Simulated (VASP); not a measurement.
A run of VASP 6.6.1 is set up as follows.

The input INCAR:

```
SYSTEM = SiBi
PREC = Accurate
ENCUT = 600
EDIFF = 1E-6
ISMEAR = 0
SIGMA = 0.1
LREAL = .FALSE.
LASPH = .TRUE.
NELM = 60
ALGO = Normal
ISIF = 3
LWAVE = .FALSE.
LCHARG = .FALSE.
GGA = PE
IBRION = 2
NSW = 100
EDIFFG = -0.01
```

File KPOINTS:

```
regular mesh
0
G
  16 16 16
  0 0 0
```

The input POSCAR:

```
SiBi
1.0
    0.0000000000      2.9314117423      2.9314117423
    2.9314117423      0.0000000000      2.9314117423
    2.9314117423      2.9314117423      0.0000000000
Si Bi
1 1
Direct
    0.5000000000      0.5000000000      0.5000000000
    0.0000000000      0.0000000000      0.0000000000
```

Potentials or basis: VASP PAW PBE potentials, release 64 (Si, Bi_d).

Launch:

```sh
$ cat potpaw_PBE.64/Si/POTCAR potpaw_PBE.64/Bi_d/POTCAR > POTCAR
$ mpirun -np 1 vasp_std > vasp.out
```

Task: Predict the band gap on the k mesh.

Result: Zero (an odd number of electrons rules out a gap without spin polarisation).

Task: Predict the relaxed volume.

Result: 25.41 Å³/atom.

Task: What does it give for the relaxed cell?

Result: a = 4.158 Å, b = 4.158 Å, c = 4.158 Å, α = 60.00°, β = 60.00°, γ = 60.00°.

The path:
| step | energy change (eV) | largest force (eV/Å) | pressure (GPa) | volume (Å³) |
| --- | --- | --- | --- | --- |
| 1 | 0.0000 | 0.0000 | 0.56 | 50.38 |
| 2 | -0.0006 | 0.0000 | -0.23 | 51.03 |
| 3 | -0.0007 | 0.0000 | 0.03 | 50.82 |

Caveat: spin-orbit coupling is left out, which moves the levels of the heavy elements; an odd number of electrons without spin polarisation forces a metal; a magnetic or distorted state may lie lower.
